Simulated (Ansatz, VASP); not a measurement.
**CoSi: VASP beside Ansatz**

File INCAR:

```
SYSTEM = CoSi
ALGO = Normal
EDIFF = 1E-6
EDIFFG = -0.001
ENCUT = 600
GGA = PE
IBRION = 2
ISIF = 3
ISMEAR = -1
LASPH = .TRUE.
LCHARG = .FALSE.
LREAL = .FALSE.
LWAVE = .FALSE.
NELM = 80
NSW = 80
PREC = Accurate
SIGMA = 0.15
```

The input KPOINTS:

```
k-points
0
G
  8 8 8
  0 0 0
```

File POSCAR:

```
CoSi
1.0
    4.4308490675      0.0000000000      0.0000000000
    0.0000000000      4.4308490675      0.0000000000
    0.0000000000      0.0000000000      4.4308490675
Co Si
4 4
Direct
    0.1450189122      0.1450189122      0.1450189122
    0.3549810878      0.8549810878      0.6450189122
    0.6450189122      0.3549810878      0.8549810878
    0.8549810878      0.6450189122      0.3549810878
    0.8431597104      0.8431597104      0.8431597104
    0.6568402896      0.1568402896      0.3431597104
    0.3431597104      0.6568402896      0.1568402896
    0.1568402896      0.3431597104      0.6568402896
```

Input for Ansatz:

```yaml
crystal:
  lattice:
    - [4.4308490675, 0.0, 0.0]
    - [0.0, 4.4308490675, 0.0]
    - [0.0, 0.0, 4.4308490675]
  atoms:
    - { symbol: Co, position: [0.1450189122, 0.1450189122, 0.1450189122] }
    - { symbol: Co, position: [0.3549810878, 0.8549810878, 0.6450189122] }
    - { symbol: Co, position: [0.6450189122, 0.3549810878, 0.8549810878] }
    - { symbol: Co, position: [0.8549810878, 0.6450189122, 0.3549810878] }
    - { symbol: Si, position: [0.8431597104, 0.8431597104, 0.8431597104] }
    - { symbol: Si, position: [0.6568402896, 0.1568402896, 0.3431597104] }
    - { symbol: Si, position: [0.3431597104, 0.6568402896, 0.1568402896] }
    - { symbol: Si, position: [0.1568402896, 0.3431597104, 0.6568402896] }
basis:
  ecutwfc: 420
kpoints:
  mp_grid: { grid: [8, 8, 8] }
hamiltonian:
  xc: pbe
scf:
  occupations: { method: fermi_dirac, width: 0.15 }
output:
  forces: true
  stress: true
  eigenvalues: true
relax:
  adjacent_minimum: "off"
  f_tol: 0.001
  max_steps: 60
  cell: { stress_tol: 0.01 }
```

Alike in both runs: task relaxation of cell and atoms; functional PBE; k mesh 8 × 8 × 8; occupations fermi-dirac, width 0.15 eV; no spin polarisation.

```csv
,VASP,Ansatz
version,VASP 6.6.1,Ansatz 0.2.0
potentials or method,"VASP PAW PBE potentials, release 64 (Co, Si), cutoff 600 eV","scalar-relativistic, plane waves, PAW"
valence electrons in the cell,52,84
```

```tsv
	VASP	Ansatz	Ansatz less VASP
gap on the k mesh at the Fermi level, each at its own relaxed structure (eV)	none	none	-
relaxed volume (Å³/atom)	10.88	10.89	+0.007
relaxed length of the cell vector where the two differ most in proportion (Å)	4.432	4.433	+0.0009
```

A gap of «none» marks a metal or a gap that the smearing closes. VASP's potentials hold 52 valence electrons a cell and Ansatz's 84, so a difference there can come from the potentials and not from the codes.
